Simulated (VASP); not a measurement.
Set up this calculation in VASP 6.6.1, as the native input.

| Quantity | Value |
| --- | --- |
| Task | single point |
| Functional | PBE |
| Potentials or basis | VASP PAW PBE potentials, release 64 (Cs_sv) |
| Cutoff | 520 eV |
| k mesh | 6 × 6 × 6 |
| Occupations | fermi-dirac, width 0.05 eV |
| Spin | no spin polarisation |
| Dipole correction | no |
| Further INCAR settings | ALGO = Normal; EDIFF = 1e-06; NBANDS = 10 |

The structure of Cs lies in POSCAR:

```
Cs
1.0
   -3.0646009157      3.0646009157      3.0646009157
    3.0646009157     -3.0646009157      3.0646009157
    3.0646009157      3.0646009157     -3.0646009157
Cs
1
Direct
    0.0000000000      0.0000000000      0.0000000000
```

This cell differs from its parent crystal: volume scaled by 0.94.

The input as run:

INCAR

```
SYSTEM = Cs
  PREC = Accurate
  ENCUT = 520
  EDIFF = 1E-6
  ISMEAR = -1
  SIGMA = 0.05
  LREAL = .False.
  LASPH = .True.
  NELM = 100
  ALGO = Normal
  ISIF = 2
  LWAVE = .False.
  LCHARG = .True.
  GGA = PE
  LELF = .True.
  LVHAR = .True.
  NBANDS = 10
```

KPOINTS

```
regular mesh
0
Gamma
  6 6 6
  0 0 0
```

Potentials or basis: VASP PAW PBE potentials, release 64 (Cs_sv).

The run is started by

```sh
$ cat potpaw_PBE.64/Cs_sv/POTCAR > POTCAR
$ mpirun -np 1 vasp_std > vasp.out
```

It gave:

| Quantity | Value |
| --- | --- |
| Pressure | 0.0 GPa |

It took 6.3 s on 1 thread of Intel(R) Xeon(R) 6975P-C (Granite Rapids), on a shared host, peak memory 0.24 GiB.
